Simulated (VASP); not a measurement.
# Ta6S in VASP: relaxation of the atoms with LDA

Aim: the relaxation of the atoms of Ta6S with LDA.

All numbers are computed with VASP 6.6.1; they aren't measurements. Logs are shortened: lines on timing, memory, paths and dates and some standing lists are left out, and cuts for length are marked.

## 1. The cell of the first run

The cell holds a slab with vacuum, 7 atoms: a = 4.600 Å, b = 4.600 Å, c = 19.902 Å, α = 90.00°, β = 90.00°, γ = 120.00°.

## 2. Relaxation of the atoms, LDA

INCAR reads:

```
SYSTEM = Ta6S
PREC = Accurate
ENCUT = 520
EDIFF = 1E-6
ISMEAR = 0
SIGMA = 0.1
LREAL = .FALSE.
LASPH = .TRUE.
NELM = 100
ALGO = Fast
ISIF = 2
LWAVE = .FALSE.
LCHARG = .FALSE.
LDIPOL = .TRUE.
IDIPOL = 3
DIPOL = 0.5 0.5 0.337
GGA = CA
IBRION = 2
NSW = 36
EDIFFG = -0.025
KPAR = 4
```

KPOINTS reads:

```
regular mesh
0
G
  6 6 1
  0 0 0
```

POSCAR reads:

```
Ta6S
1.0
    4.6002247492      0.0000000000      0.0000000000
   -2.3001123746      3.9839114959      0.0000000000
    0.0000000000      0.0000000000     19.9017722044
Ta S
6 1
Selective dynamics
Direct
    0.6666666667      0.3333333333      0.2009871261  F F F
    0.3333333333      0.6666666667      0.2481697054  F F F
    0.0000000000      0.0000000000      0.2953522847  F F F
    0.6666666667      0.3333333333      0.3395777425  F F F
    0.3333333333      0.6666666667      0.3810648003  F F F
    0.0000000000      0.0000000000      0.4221620124  F F F
    0.8888888889      0.4444444444      0.4703989227  F F T
```

Potentials or basis: VASP PAW LDA potentials, release 64 (Ta_pv, S).

On the command line:

```bash
$ cat potpaw_LDA.64/Ta_pv/POTCAR potpaw_LDA.64/S/POTCAR > POTCAR
$ mpirun -np 4 vasp_std > vasp.out
```

OUTCAR:

```text
SYSTEM = Ta6S
   PREC = Accurate
   ENCUT = 520
   EDIFF = 1E-6
   ISMEAR = 0
   LREAL = .FALSE.
   LASPH = .TRUE.
   NELM = 100
   ISIF = 2
   GGA = CA
   IBRION = 2
   NSW = 36
   EDIFFG = -0.025

 ion  position               nearest neighbor table
   1  0.667  0.333  0.201-   4 2.76   2 2.82   2 2.82   2 2.82   3 3.25   3 3.25   3 3.25
   2  0.333  0.667  0.248-   5 2.64   1 2.82   1 2.82   3 2.82   3 2.82   3 2.82   1 2.82   4 3.22
                             4 3.22   4 3.22
   3  0.000  0.000  0.295-   6 2.52   4 2.80   4 2.80   4 2.80   2 2.82   2 2.82   2 2.82   5 3.16
                             5 3.16   5 3.16   1 3.25   1 3.25   1 3.25
   4  0.667  0.333  0.340-   7 2.75   1 2.76   5 2.78   5 2.78   5 2.78   3 2.80   3 2.80   3 2.80
                             6 3.12   6 3.12   6 3.12   2 3.22   2 3.22   2 3.22
   5  0.333  0.667  0.381-   7 2.51   2 2.64   6 2.78   6 2.78   6 2.78   4 2.78   4 2.78   4 2.78
                             3 3.16   3 3.16   3 3.16
   6  0.000  0.000  0.422-   3 2.52   7 2.53   7 2.53   5 2.78   5 2.78   5 2.78   4 3.12   4 3.12
                             4 3.12
   7  0.889  0.444  0.470-   5 2.51   6 2.53   6 2.53   4 2.75

  LATTYP: Found a hexagonal cell.
 ALAT       =     4.6002247492
 C/A-ratio  =     4.3262608436

  Lattice vectors:

 A1 = (   4.6002247492,   0.0000000000,   0.0000000000)
 A2 = (  -2.3001123746,   3.9839114959,   0.0000000000)
 A3 = (   0.0000000000,   0.0000000000,  19.9017722044)

Analysis of symmetry for initial positions (statically):
=====================================================================
 Subroutine PRICEL returns:
 Original cell was already a primitive cell.

 Routine SETGRP: Setting up the symmetry group for a
 hexagonal supercell.

 Subroutine GETGRP returns: Found  2 space group operations
 (whereof  2 operations were pure point group operations)
 out of a pool of 24 trial point group operations.

The static configuration has the point symmetry C_1h.

Analysis of symmetry for dynamics (positions and initial velocities):
=====================================================================
 Subroutine PRICEL returns:
 Original cell was already a primitive cell.

 Routine SETGRP: Setting up the symmetry group for a
 hexagonal supercell.

 Subroutine GETGRP returns: Found  2 space group operations
 (whereof  2 operations were pure point group operations)
 out of a pool of 24 trial point group operations.

The dynamic configuration has the point symmetry C_1h.

Analysis of constrained symmetry for selective dynamics:
=====================================================================
 Subroutine PRICEL returns:
 Original cell was already a primitive cell.

 Routine SETGRP: Setting up the symmetry group for a
 hexagonal supercell.

 Subroutine GETGRP returns: Found  2 space group operations
 (whereof  2 operations were pure point group operations)
 out of a pool of 24 trial point group operations.

The constrained configuration has the point symmetry C_1h.

 Subroutine INISYM returns: Found  2 space group operations
 (whereof  2 operations are pure point group operations),
 and found     1 'primitive' translations

----------------------------------------------------------------------------------------

                                     Primitive cell

  volume of cell :     364.7376

  direct lattice vectors                    reciprocal lattice vectors
     4.600224749  0.000000000  0.000000000     0.217380683  0.125504796  0.000000000
    -2.300112375  3.983911496  0.000000000     0.000000000  0.251009592  0.000000000
     0.000000000  0.000000000 19.901772204     0.000000000  0.000000000  0.050246782

  length of vectors
     4.600224749  4.600224749 19.901772204     0.251009592  0.251009592  0.050246782

  position of ions in fractional coordinates (direct lattice)
     0.666666667  0.333333333  0.200987126
     0.333333333  0.666666667  0.248169705
     0.000000000  0.000000000  0.295352285
     0.666666667  0.333333333  0.339577742
     0.333333333  0.666666667  0.381064800
     0.000000000  0.000000000  0.422162012
     0.888888889  0.444444444  0.470398923

  ion indices of the primitive-cell ions
   primitive index   ion index
                 1           1
                 2           2
                 3           3
                 4           4
                 5           5
                 6           6
                 7           7

----------------------------------------------------------------------------------------

 KPOINTS: regular mesh

Automatic generation of k-mesh.
 Grid dimensions read from file:
 generate k-points for:    6    6    1

 Generating k-lattice:

  Cartesian coordinates                     Fractional coordinates (reciprocal lattice)
     0.036230114  0.020917466  0.000000000     0.166666667  0.000000000  0.000000000
     0.000000000  0.041834932  0.000000000     0.000000000  0.166666667  0.000000000
     0.000000000  0.000000000  0.050246782     0.000000000  0.000000000  1.000000000

  Length of vectors
     0.041834932  0.041834932  0.050246782

  Shift w.r.t. Gamma in fractional coordinates (k-lattice)
     0.000000000  0.000000000  0.000000000

 Subroutine IBZKPT returns following result:
 ===========================================

 Found     13 irreducible k-points:

 Following reciprocal coordinates:
            Coordinates               Weight
  0.000000  0.000000  0.000000      1.000000
  0.166667  0.000000  0.000000      2.000000
  0.000000  0.166667  0.000000      4.000000
  0.333333  0.000000  0.000000      2.000000
  0.000000  0.333333  0.000000      4.000000
  0.500000 -0.000000  0.000000      1.000000
  0.000000  0.500000  0.000000      2.000000
  0.166667  0.166667  0.000000      4.000000
 -0.166667  0.333333  0.000000      2.000000
  0.333333  0.166667  0.000000      4.000000
 -0.166667  0.500000  0.000000      4.000000
  0.500000  0.333333  0.000000      4.000000
  0.333333  0.333333  0.000000      2.000000
   k-points           NKPTS =     13   k-points in BZ     NKDIM =     13   number of bands    NBANDS=     43
   number of dos      NEDOS =    301   number of ions     NIONS =      7
   total plane-waves  NPLWV = 194400
   dimension x,y,z NGX =    36 NGY =   36 NGZ =  150
   dimension x,y,z NGXF=    72 NGYF=   72 NGZF=  300
   ions per type =               6   1
   NGX,Y,Z   is equivalent  to a cutoff of  13.01, 13.01, 12.53 a.u.
   NGXF,Y,Z  is equivalent  to a cutoff of  26.02, 26.02, 25.06 a.u.
 SYSTEM =  Ta6S
   PREC   = accura    normal or accurate (medium, high low for compatibility)
   ISTART =      0    job   : 0-new  1-cont  2-samecut
   ICHARG =      2    charge: 1-file 2-atom 10-const
   ISPIN  =      1    spin polarized calculation?
   LNONCOLLINEAR =      F non collinear calculations
   LSORBIT =      F    spin-orbit coupling
   LASPH  =      T    aspherical Exc in radial PAW
   ENCUT  =  520.0 eV  38.22 Ry    6.18 a.u.   8.55  8.55 37.00*2*pi/ulx,y,z
   NELM   =    100;   NELMIN=  2; NELMDL= -5     # of ELM steps
   EDIFF  = 0.1E-05   stopping-criterion for ELM
   LREAL  =      F    real-space projection
   EDIFFG = -.3E-01   stopping-criterion for IOM
   NSW    =     36    number of steps for IOM
   IBRION =      2    ionic relax: 0-MD 1-quasi-New 2-CG
   NFREE  =      1    steps in history (QN), initial steepest desc. (CG)
   ISIF   =      2    stress and relaxation
   ISYM   =      2    0-nonsym 1-usesym 2-fastsym
   POTIM  = 0.5000    time-step for ionic-motion
   TEBEG  =    0.0;   TEEND  =   0.0 temperature during run
   PSTRESS=    0.0 pullay stress
   NELECT =      72.0000    total number of electrons
   NUPDOWN=      -1.0000    fix difference up-down
   EMIN   =  10.00;   EMAX   =-10.00  energy-range for DOS
   EFERMI =   0.00;   METHOD = LEGACY
   ISMEAR =     0;   SIGMA  =   0.10  broadening in eV -4-tet -1-fermi 0-gaus
   EFERMI_NEDOS =   21; number of points for ismear=-14 and -15
   IALGO  =     68    algorithm
   IMIX   =      4    mixing-type and parameters
     AMIX     =   0.40;   BMIX     =  1.00
     AMIX_MAG =   1.60;   BMIX_MAG =  1.00
  volume/ion in A,a.u.               =      52.11       351.62
  Fermi-wavevector in a.u.,A,eV,Ry     =   0.953218  1.801321 12.362584  0.908624
  Thomas-Fermi vector in A             =   2.081853
   LORBIT       =      0    0 simple, 1 ext, 2 COOP (PROOUT), +10 PAW based schemes
   GGA     = CA    functional components
   LHFCALC =     F    Hartree Fock is set to
   AEXX    =    0.0000 exact exchange contribution
   IVDW    =     0    specifies the selected vdW correction
   LEPSILON=     F    determine dielectric tensor
   LRPA    =     F    only Hartree local field effects (RPA)
 conjugate gradient relaxation of ions
 non-spin polarized calculation
 RMM-DIIS sequential band-by-band and
 Gauss-broadening in eV      SIGMA  =   0.10
  energy-cutoff  :      520.00
  volume of cell :      364.74
 maximum number of plane-waves:      9885
 NGX is ok and might be reduce to    36
   NGX = 17   NGY = 17   NGZ = 75

 dipolmoment           0.000000      0.000000     -0.820378 electrons x Angstroem

--------------------------------------- Ionic step        1  -------------------------------------------

 number of electron      72.0000019 magnetization

 Free energy of the ion-electron system (eV)
  ---------------------------------------------------
  ext. energy  EPLUGINS =         0.00000000
  ---------------------------------------------------
  free energy    TOTEN  =       -77.62433088 eV

  energy without entropy =      -77.59217254  energy(sigma->0) =      -77.60825171

------------------------ aborting loop because EDIFF is reached ----------------------------------------

  FORCE on cell =-STRESS in cart. coord.  units (eV):
  Direction    XX          YY          ZZ          XY          YZ          ZX
  --------------------------------------------------------------------------------------
  -------------------------------------------------------------------------------------
  Total       -2.5617548     -3.4250636     -1.0272987      0.7476474      0.2442019      0.4229704
  in kB      -11.2529827    -15.0452269     -4.5126000      3.2841798      1.0727023      1.8579757
  external PRESSURE =     -10.2702699 kB  Pullay stress =       0.0000000 kB
[... 67 lines left out ...]
  energy  without entropy=      -77.6291534107  energy(sigma->0) =      -77.64536845

--------------------------------------- Ionic step        3  -------------------------------------------

 number of electron      72.0000017 magnetization

 dipolmoment           0.000000      0.000000      0.084273 electrons x Angstroem

 Free energy of the ion-electron system (eV)
  ---------------------------------------------------
  ext. energy  EPLUGINS =         0.00000000
  ---------------------------------------------------
  free energy    TOTEN  =       -77.68195304 eV

  energy without entropy =      -77.64875851  energy(sigma->0) =      -77.66535578

 E-fermi :  -0.6361     XC(G=0):  -5.1924

 val. band max:       -0.6458509043   @ k =   0.0000   0.5000   0.0000
 cond. band min:      -0.6290447348   @ k =   0.3333   0.0000   0.0000
 fundamental gap:      0.0168061695
 Fermi energy:        -0.6361138801

 k-point     1 :       0.0000    0.0000    0.0000
  band No.  band energies     occupation
      1     -35.0754      2.00000
      2     -34.9855      2.00000
      3     -34.8655      2.00000
      4     -34.8449      2.00000
      5     -34.8362      2.00000
      6     -34.7443      2.00000
[... 587 lines left out ...]
     42       0.8099      0.00000
     43       1.0488      0.00000

------------------------ aborting loop because EDIFF is reached ----------------------------------------

 vacuum level on the upper side and lower side of the slab       (xc-potential included)         0.291        -0.523

  FORCE on cell =-STRESS in cart. coord.  units (eV):
  Direction    XX          YY          ZZ          XY          YZ          ZX
  --------------------------------------------------------------------------------------
  -------------------------------------------------------------------------------------
  Total       -1.4565149     -2.3236415      1.0172610      0.7509536     -0.0559183     -0.0968531
  in kB       -6.3980118    -10.2070260      4.4685077      3.2987030     -0.2456313     -0.4254452
  external PRESSURE =      -4.0455101 kB  Pullay stress =       0.0000000 kB

 VOLUME and BASIS-vectors are now :
 -----------------------------------------------------------------------------
  energy-cutoff  :      520.00
  volume of cell :      364.74
      direct lattice vectors                 reciprocal lattice vectors
     4.600224749  0.000000000  0.000000000     0.217380683  0.125504796  0.000000000
    -2.300112375  3.983911496  0.000000000     0.000000000  0.251009592  0.000000000
     0.000000000  0.000000000 19.901772204     0.000000000  0.000000000  0.050246782
[... 13 lines left out ...]
  FREE ENERGIE OF THE ION-ELECTRON SYSTEM (eV)
  ---------------------------------------------------
  free  energy   TOTEN  =       -77.6819530386 eV

  energy  without entropy=      -77.6487585128  energy(sigma->0) =      -77.66535578

 reached required accuracy - stopping structural energy minimisation

 vacuum level on the upper side and lower side of the slab         3.756         2.922
```

Run time: 13 min. Hardware: 4 MPI ranks of Oxide Virtual Turin-like, shared host; peak memory 0.43 GiB.

Results:

| Quantity | Value |
| --- | --- |
| Free energy | -77.6820 eV |
| Energy gained by relaxing | 8.2 meV/atom |
| Ionic steps | 3 |
| Band gap on the k mesh | zero (bands 36 and 37 overlap by 0.15 eV) |

Step by step:
| step | energy change (eV) | largest force on free atoms (eV/Å) | pressure (GPa) |
| --- | --- | --- | --- |
| 1 | 0.0000 | 0.9763 | -1.03 |
| 2 | -0.0373 | 0.6002 | -0.79 |
| 3 | -0.0576 | 0.0144 | -0.40 |

Final structure:
```
Ta S
1.0
     4.60022    0.00000    0.00000
    -2.30011    3.98391    0.00000
     0.00000    0.00000   19.90177
Ta S
6 1
Direct
  0.66667 0.33333 0.20099
  0.33333 0.66667 0.24817
  0.00000 0.00000 0.29535
  0.66667 0.33333 0.33958
  0.33333 0.66667 0.38106
  0.00000 0.00000 0.42216
  0.88889 0.44444 0.46462
```

Caveat: spin-orbit coupling is left out, which moves the levels of the heavy elements.
